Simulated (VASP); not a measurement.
Runs of VASP 6.6.1 on BiIr (zincblende type). The structure is that of space group F-43m (No. 216), or close to it. The cells are those of the table. 

```csv
task,cell,k mesh for the DOS,occupations for the DOS,gap on the mesh (eV),pressure (GPa)
single point,"a = 3.761 Å, angles 60.0°, 2 atoms",-,-,none,97.9
single point,"a = 4.276 Å, angles 60.0°, 2 atoms",-,-,none,0.1
single point,"a = 3.903 Å, angles 60.0°, 2 atoms",-,-,none,53.5
single point,"a = 3.277 Å, angles 60.0°, 2 atoms",-,-,none,(a)
single point,"a = 3.607 Å, angles 60.0°, 2 atoms",-,-,none,(b)
single point,"a = 4.035 Å, angles 60.0°, 2 atoms",-,-,none,26.7
```

Alike in all rows: level PBEsol; potentials or basis VASP PAW PBE potentials, release 64 (Ir, Bi_d); no spin polarisation; k mesh 12 × 12 × 12; cutoff (eV) 520; smearing fermi-dirac 0.1 eV.

Task: Fill in the values left out.

Result: (a) 499.3; (b) 173.2.

Caveats: the PAW data sets were made with another functional, which shifts forces and pressure a little; spin-orbit coupling is left out, which moves the levels of the heavy elements.

A k mesh can miss the band edges, and the runs leave out spin-orbit coupling on Bi, Ir.

A gap of «none» marks levels without a gap at the run's occupations.
